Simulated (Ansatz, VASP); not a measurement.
# F in VASP and in Ansatz

```
F
1.0
     0.00000    1.66470    1.66470
     1.66470    0.00000    1.66470
     1.66470    1.66470    0.00000
F
1
Direct
  0.00000 0.00000 0.00000
```

Alike in both runs: task relaxation of cell and atoms; functional r2SCAN; k mesh 28 × 28 × 28; occupations gaussian, width 0.1 eV; no spin polarisation.

```csv
,VASP,Ansatz
version,VASP 6.6.1,Ansatz 0.2.0
potentials or method,"VASP PAW PBE potentials, release 64 (F), cutoff 600 eV","scalar-relativistic, plane waves, PAW"
valence electrons in the cell,7,7
```

|  | VASP | Ansatz | Ansatz less VASP |
| --- | --- | --- | --- |
| gap on the k mesh at the Fermi level, each at its own relaxed structure (eV) | none | none | - |
| relaxed volume (Å³/atom) | 9.11 | 9.20 | +0.096 |
| relaxed cell length with the largest relative difference (Å) | 2.344 | 2.352 | +0.0082 |

VASP's potentials were made for PBE, not for r2SCAN. A gap of «none» marks a metal or a gap that the smearing closes.
